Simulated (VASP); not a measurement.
# Ge (I4_1/amd) in VASP: further runs

Ge is run at these levels: PBEsol; tasks: single point.

Everything below comes from runs of VASP 6.6.1. Logs are shortened: lines on timing, memory, paths and dates and some standing lists are left out, and cuts for length are marked.

### 1 The cell of the first run

It takes space group I4_1/amd (No. 141, tetragonal). Conventional cell: a = 4.074 Å, b = 4.074 Å, c = 5.846 Å, α = 90.00°, β = 90.00°, γ = 90.00°. Ge (site symmetry -4m2) has 4 Ge at 2.51 Å within 3.3 Å.

### 2 Single point, PBEsol (strain +0.015 along x and y, +0.030 along z)

INCAR reads:

```
SYSTEM = Ge
PREC     = Accurate       ! precision mode
ENCUT    = 520            ! plane-wave cutoff, eV
EDIFF    = 1E-7           ! SCF threshold, eV
ISMEAR   = 0              ! smearing method
SIGMA    = 0.15           ! smearing width, eV
LREAL    = .FALSE.        ! projectors in reciprocal space
LASPH    = .TRUE.         ! aspherical terms in the spheres
NELM     = 80             ! most SCF steps
ALGO     = Normal         ! electronic algorithm
ISIF     = 2              ! what is computed and relaxed
LWAVE    = .FALSE.        ! write WAVECAR
LCHARG   = .FALSE.        ! write CHGCAR
GGA      = PS             ! functional
NBANDS   = 21             ! bands
```

KPOINTS reads:

```
Automatic mesh
0
G
  18 18 18
  0 0 0
```

POSCAR reads:

```
Ge
1.0
    0.0000000000      2.8804489374      2.9230171483
    2.8804489374      0.0000000000      2.9230171483
    2.8804489374      2.8804489374      0.0000000000
Ge
2
Direct
    0.5000000000      0.5000000000      0.5000000000
    0.7500000000      0.7500000000      0.7500000000
```

Potentials or basis: VASP PAW PBE potentials, release 64 (Ge_d).

Started as:

```
$ cat potpaw_PBE.64/Ge_d/POTCAR > POTCAR
$ mpirun -np 1 vasp_std > vasp.out
```

OUTCAR:

```text
SYSTEM = Ge
   PREC = Accurate
   ENCUT = 520
   EDIFF = 1E-7
   ISMEAR = 0
   LREAL = .FALSE.
   LASPH = .TRUE.
   NELM = 80
   ISIF = 2
   GGA = PS

 ion  position               nearest neighbor table
   1  0.500  0.500  0.500-   2 2.51   2 2.51   2 2.51   2 2.51
   2  0.750  0.750  0.750-   1 2.51   1 2.51   1 2.51   1 2.51

  LATTYP: Found a body centered tetragonal cell.
 ALAT       =     4.0735699530
 C/A-ratio  =     1.4351132702

  Lattice vectors:

 A1 = (  -2.8804489374,   0.0000000000,   2.9230171483)
 A2 = (   2.8804489374,   0.0000000000,   2.9230171483)
 A3 = (   0.0000000000,   2.8804489374,  -2.9230171483)

Analysis of symmetry for initial positions (statically):
=====================================================================
 Subroutine PRICEL returns:
 Original cell was already a primitive cell.

 Routine SETGRP: Setting up the symmetry group for a
 body centered tetragonal supercell.

 Subroutine GETGRP returns: Found 16 space group operations
 (whereof  8 operations were pure point group operations)
 out of a pool of 16 trial point group operations.

The static configuration has the point symmetry D_2d.
 The point group associated with its full space group is D_4h.

Analysis of symmetry for dynamics (positions and initial velocities):
=====================================================================
 Subroutine PRICEL returns:
 Original cell was already a primitive cell.

 Routine SETGRP: Setting up the symmetry group for a
 body centered tetragonal supercell.

 Subroutine GETGRP returns: Found 16 space group operations
 (whereof  8 operations were pure point group operations)
 out of a pool of 16 trial point group operations.

The dynamic configuration has the point symmetry D_2d.
 The point group associated with its full space group is D_4h.

 Subroutine INISYM returns: Found 16 space group operations
 (whereof  8 operations are pure point group operations),
 and found     1 'primitive' translations

----------------------------------------------------------------------------------------

                                     Primitive cell

  volume of cell :      48.5045

  direct lattice vectors                    reciprocal lattice vectors
     0.000000000  2.880448937  2.923017148    -0.173584053  0.173584053  0.171056130
     2.880448937  0.000000000  2.923017148     0.173584053 -0.173584053  0.171056130
     2.880448937  2.880448937  0.000000000     0.173584053  0.173584053 -0.171056130

  length of vectors
     4.103780614  4.103780614  4.073569953     0.299204021  0.299204021  0.299204021

  position of ions in fractional coordinates (direct lattice)
     0.500000000  0.500000000  0.500000000
     0.750000000  0.750000000  0.750000000

  ion indices of the primitive-cell ions
   primitive index   ion index
                 1           1
                 2           2

----------------------------------------------------------------------------------------

 KPOINTS: Automatic mesh

Automatic generation of k-mesh.
 Grid dimensions read from file:
 generate k-points for:   18   18   18

 Generating k-lattice:

  Cartesian coordinates                     Fractional coordinates (reciprocal lattice)
    -0.009643558  0.009643558  0.009503118     0.055555556 -0.000000000  0.000000000
     0.009643558 -0.009643558  0.009503118    -0.000000000  0.055555556  0.000000000
     0.009643558  0.009643558 -0.009503118     0.000000000  0.000000000  0.055555556

  Length of vectors
     0.016622446  0.016622446  0.016622446

  Shift w.r.t. Gamma in fractional coordinates (k-lattice)
     0.000000000  0.000000000  0.000000000

 Subroutine IBZKPT returns following result:
 ===========================================

 Found    480 irreducible k-points:

 Following reciprocal coordinates:
            Coordinates               Weight
  0.000000  0.000000  0.000000      1.000000
  0.055556  0.000000  0.000000      8.000000
  0.111111  0.000000  0.000000      8.000000
  0.166667  0.000000  0.000000      8.000000
  0.222222  0.000000  0.000000      8.000000
  0.277778 -0.000000  0.000000      8.000000
[... 16 lines left out ...]
 -0.277778  0.055556  0.000000      8.000000
 -0.222222  0.055556  0.000000      8.000000
 [... further k-points ...]
   k-points           NKPTS =    480   k-points in BZ     NKDIM =    480   number of bands    NBANDS=     21
   number of dos      NEDOS =    301   number of ions     NIONS =      2
   total plane-waves  NPLWV =  30720
   dimension x,y,z NGX =    32 NGY =   32 NGZ =   30
   dimension x,y,z NGXF=    64 NGYF=   64 NGZF=   60
   ions per type =               2
   NGX,Y,Z   is equivalent  to a cutoff of  12.96, 12.96, 12.24 a.u.
   NGXF,Y,Z  is equivalent  to a cutoff of  25.93, 25.93, 24.49 a.u.
 SYSTEM =  Ge
   PREC   = accura    normal or accurate (medium, high low for compatibility)
   ISTART =      0    job   : 0-new  1-cont  2-samecut
   ICHARG =      2    charge: 1-file 2-atom 10-const
   ISPIN  =      1    spin polarized calculation?
   LNONCOLLINEAR =      F non collinear calculations
   LSORBIT =      F    spin-orbit coupling
   LASPH  =      T    aspherical Exc in radial PAW
   ENCUT  =  520.0 eV  38.22 Ry    6.18 a.u.   7.63  7.63  7.57*2*pi/ulx,y,z
   NELM   =     80;   NELMIN=  2; NELMDL= -5     # of ELM steps
   EDIFF  = 0.1E-06   stopping-criterion for ELM
   LREAL  =      F    real-space projection
   EDIFFG = 0.1E-05   stopping-criterion for IOM
   NSW    =      0    number of steps for IOM
   IBRION =     -1    ionic relax: 0-MD 1-quasi-New 2-CG
   NFREE  =      0    steps in history (QN), initial steepest desc. (CG)
   ISIF   =      2    stress and relaxation
   ISYM   =      2    0-nonsym 1-usesym 2-fastsym
   POTIM  = 0.5000    time-step for ionic-motion
   TEBEG  =    0.0;   TEEND  =   0.0 temperature during run
   PSTRESS=    0.0 pullay stress
   NELECT =      28.0000    total number of electrons
   NUPDOWN=      -1.0000    fix difference up-down
   EMIN   =  10.00;   EMAX   =-10.00  energy-range for DOS
   EFERMI =   0.00;   METHOD = LEGACY
   ISMEAR =     0;   SIGMA  =   0.15  broadening in eV -4-tet -1-fermi 0-gaus
   EFERMI_NEDOS =   21; number of points for ismear=-14 and -15
   IALGO  =     38    algorithm
   IMIX   =      4    mixing-type and parameters
     AMIX     =   0.40;   BMIX     =  1.00
     AMIX_MAG =   1.60;   BMIX_MAG =  1.00
  volume/ion in A,a.u.               =      24.25       163.66
  Fermi-wavevector in a.u.,A,eV,Ry     =   1.363118  2.575920 25.280876  1.858092
  Thomas-Fermi vector in A             =   2.489549
   LORBIT       =      0    0 simple, 1 ext, 2 COOP (PROOUT), +10 PAW based schemes
   GGA     = PS    functional components
   LHFCALC =     F    Hartree Fock is set to
   AEXX    =    0.0000 exact exchange contribution
   IVDW    =     0    specifies the selected vdW correction
   LEPSILON=     F    determine dielectric tensor
   LRPA    =     F    only Hartree local field effects (RPA)
 non-spin polarized calculation
 Gauss-broadening in eV      SIGMA  =   0.15
  energy-cutoff  :      520.00
  volume of cell :       48.50
 maximum number of plane-waves:      1324
   NGX = 15   NGY = 15   NGZ = 15

 number of electron      27.9999992 magnetization

 Free energy of the ion-electron system (eV)
  ---------------------------------------------------
  ext. energy  EPLUGINS =         0.00000000
  ---------------------------------------------------
  free energy    TOTEN  =        -9.84136852 eV

  energy without entropy =       -9.84051388  energy(sigma->0) =       -9.84094120

 E-fermi :   4.1995     XC(G=0):  -9.8074

 val. band max:        4.1883238302   @ k =  -0.0556   0.0556   0.0000
 cond. band min:       4.2348151118   @ k =   0.3889   0.0000   0.0000
 fundamental gap:      0.0464912815
 Fermi energy:         4.1994941179

 k-point     1 :       0.0000    0.0000    0.0000
  band No.  band energies     occupation
      1     -20.4651      2.00000
      2     -20.4651      2.00000
      3     -20.4625      2.00000
      4     -20.4330      2.00000
      5     -20.4325      2.00000
      6     -20.2590      2.00000
[... 13 lines left out ...]
     20      13.3620      0.00000
     21      13.6503      0.00000

 k-point     2 :       0.0556    0.0000    0.0000
  band No.  band energies     occupation
      1     -20.4668      2.00000
      2     -20.4657      2.00000
      3     -20.4631      2.00000
      4     -20.4307      2.00000
      5     -20.4303      2.00000
      6     -20.2612      2.00000
[... 13 lines left out ...]
     20      13.0642      0.00000
     21      13.3217      0.00000

 k-point     3 :       0.1111    0.0000    0.0000
  band No.  band energies     occupation
      1     -20.4707      2.00000
      2     -20.4690      2.00000
      3     -20.4624      2.00000
      4     -20.4251      2.00000
      5     -20.4249      2.00000
      6     -20.2660      2.00000
[... 13 lines left out ...]
     20      12.6287      0.00000
     21      12.8425      0.00000

 k-point     4 :       0.1667    0.0000    0.0000
  band No.  band energies     occupation
      1     -20.4750      2.00000
      2     -20.4731      2.00000
      3     -20.4605      2.00000
      4     -20.4184      2.00000
      5     -20.4184      2.00000
      6     -20.2716      2.00000
[... 13 lines left out ...]
     20      12.3400      0.00000
     21      12.5005      0.00000

 k-point     5 :       0.2222    0.0000    0.0000
  band No.  band energies     occupation
      1     -20.4789      2.00000
      2     -20.4767      2.00000
      3     -20.4581      2.00000
      4     -20.4121      2.00000
      5     -20.4119      2.00000
      6     -20.2772      2.00000
[... 13 lines left out ...]
     20      12.2934      0.00000
     21      12.3819      0.00000

 k-point     6 :       0.2778   -0.0000    0.0000
  band No.  band energies     occupation
      1     -20.4820      2.00000
      2     -20.4795      2.00000
      3     -20.4555      2.00000
      4     -20.4066      2.00000
      5     -20.4063      2.00000
      6     -20.2817      2.00000
[... 13 lines left out ...]
     20      12.5037      0.00000
     21      12.5348      0.00000

 k-point     7 :       0.3333    0.0000    0.0000
  band No.  band energies     occupation
      1     -20.4842      2.00000
      2     -20.4814      2.00000
      3     -20.4529      2.00000
      4     -20.4025      2.00000
      5     -20.4020      2.00000
      6     -20.2849      2.00000
[... 13 lines left out ...]
     20      12.9614      0.00000
     21      12.9854      0.00000
[... 291 lines left out ...]
      1     -20.4875      2.00000
      2     -20.4857      2.00000
      3     -20.4457      2.00000
      4     -20.3969      2.00000
      5     -20.3954      2.00000
      6     -20.2910      2.00000
[... 13 lines left out ...]
     20      14.2252      0.00000
     21      14.6743      0.00000

 k-point    21 :      -0.3889    0.0556    0.0000
  band No.  band energies     occupation
      1     -20.4874      2.00000
      2     -20.4844      2.00000
      3     -20.4469      2.00000
      4     -20.3995      2.00000
      5     -20.3955      2.00000
      6     -20.2918      2.00000
[... 13 lines left out ...]
     20      13.3775      0.00000
     21      14.8020      0.00000

 k-point    22 :      -0.3333    0.0556    0.0000
  band No.  band energies     occupation
      1     -20.4867      2.00000
      2     -20.4825      2.00000
      3     -20.4492      2.00000
      4     -20.4029      2.00000
      5     -20.3970      2.00000
      6     -20.2913      2.00000
[... 13 lines left out ...]
     20      12.6712      0.00000
     21      14.0083      0.00000

 k-point    23 :      -0.2778    0.0556    0.0000
  band No.  band energies     occupation
      1     -20.4851      2.00000
      2     -20.4798      2.00000
      3     -20.4523      2.00000
      4     -20.4072      2.00000
      5     -20.4004      2.00000
      6     -20.2890      2.00000
[... 13 lines left out ...]
     20      12.1834      0.00000
     21      13.3551      0.00000

 k-point    24 :      -0.2222    0.0556    0.0000
  band No.  band energies     occupation
      1     -20.4825      2.00000
      2     -20.4765      2.00000
      3     -20.4559      2.00000
      4     -20.4124      2.00000
      5     -20.4055      2.00000
      6     -20.2850      2.00000
[... 13 lines left out ...]
     20      12.0638      0.00000
     21      12.9212      0.00000

 [... further k-points ...]
[... 5 lines left out ...]
  --------------------------------------------------------------------------------------
  -------------------------------------------------------------------------------------
  Total       -0.9688342     -0.9688342     -1.2709802      0.0000000      0.0000000      0.0000000
  in kB      -32.0020874    -32.0020874    -41.9824373      0.0000000      0.0000000      0.0000000
  external PRESSURE =     -35.3288707 kB  Pullay stress =       0.0000000 kB

 VOLUME and BASIS-vectors are now :
 -----------------------------------------------------------------------------
  energy-cutoff  :      520.00
  volume of cell :       48.50
      direct lattice vectors                 reciprocal lattice vectors
     0.000000000  2.880448937  2.923017148    -0.173584053  0.173584053  0.171056130
     2.880448937  0.000000000  2.923017148     0.173584053 -0.173584053  0.171056130
     2.880448937  2.880448937  0.000000000     0.173584053  0.173584053 -0.171056130

 POSITION                                       TOTAL-FORCE (eV/Angst)
 -----------------------------------------------------------------------------------
      2.88045      2.88045      2.92302         0.000000      0.000000      0.000000
      4.32067      4.32067      4.38453        -0.000000     -0.000000      0.000000
 -----------------------------------------------------------------------------------
    total drift:                               -0.000000     -0.000000      0.000000

  FREE ENERGIE OF THE ION-ELECTRON SYSTEM (eV)
  ---------------------------------------------------
  free  energy   TOTEN  =        -9.8413685237 eV

  energy  without entropy=       -9.8405138839  energy(sigma->0) =       -9.84094120
```

Run time: 3 min. Hardware: 1 thread of Intel Xeon 6975P-C (Granite Rapids), shared host; peak memory 0.47 GiB.

Results:

* Free energy: -9.8414 eV
* Pressure: -3.5 GPa
* Band gap on the k mesh: zero (bands 14 and 15 overlap by 0.12 eV)

Stress tensor (GPa, compression positive):
```
-3.20  0.00  0.00
 0.00 -3.20  0.00
 0.00  0.00 -4.20
```

Caveat: the cell differs from its parent crystal (strain +0.015 along x and y, +0.030 along z); the cell stands under tension; semilocal functionals underestimate gaps, and a narrow one can read as zero; the PAW data sets were made with another functional, which shifts forces and pressure a little.

### 3 Single point, PBEsol (strain +0.030 along x and y, +0.015 along z)

INCAR reads:

```
SYSTEM = Ge
PREC = Accurate
ENCUT = 520
EDIFF = 1E-6
ISMEAR = 0
SIGMA = 0.15
LREAL = .FALSE.
LASPH = .TRUE.
NELM = 100
ALGO = Normal
ISIF = 2
LWAVE = .FALSE.
LCHARG = .TRUE.
GGA = PS
LELF = .TRUE.
LVHAR = .TRUE.
NBANDS = 21
```

KPOINTS is that of step 2.

POSCAR reads:

```
Ge
1.0
    0.0000000000      2.9230171483      2.8804489374
    2.9230171483      0.0000000000      2.8804489374
    2.9230171483      2.9230171483      0.0000000000
Ge
2
Direct
    0.5000000000      0.5000000000      0.5000000000
    0.7500000000      0.7500000000      0.7500000000
```

Potentials or basis: VASP PAW PBE potentials, release 64 (Ge_d).

Started as:

```
$ cat potpaw_PBE.64/Ge_d/POTCAR > POTCAR
$ mpirun -np 1 vasp_std > vasp.out
```

Wall time 2.7 min (1 thread of Intel Xeon 6975P-C (Granite Rapids), shared host); peak memory 0.48 GiB.

The run converged. Its results:

```yaml
Free_energy: -9.8242 eV
Pressure: -4.2 GPa
Band_gap_on_the_k_mesh: zero (bands 14 and 15 overlap by 0.09 eV)
```

Stress tensor (GPa, compression positive):
```
-4.54  0.00  0.00
 0.00 -4.54  0.00
 0.00  0.00 -3.61
```

Levels at points of the mesh, in eV from the Fermi level:
```tsv
k point	band 12	band 13	band 14	band 15	band 16	band 17
(0.00, 0.00, 0.00)	-0.72	-0.01	-0.01	0.10	2.47	2.54
(0.50, 0.00, 0.00)	-7.24	-1.32	-1.20	-0.09	3.65	3.73
(0.50, 0.50, 0.00)	-8.53	-2.84	-2.84	0.72	0.72	8.85
(0.50, 0.00, 0.50)	-8.60	-2.75	-2.75	0.83	0.83	8.82
```

Caveat: the cell differs from its parent crystal (strain +0.030 along x and y, +0.015 along z); the cell stands under tension; semilocal functionals underestimate gaps, and a narrow one can read as zero; the PAW data sets were made with another functional, which shifts forces and pressure a little.

The gap in the log of VASP goes by the Fermi energy; the results here count the filled bands.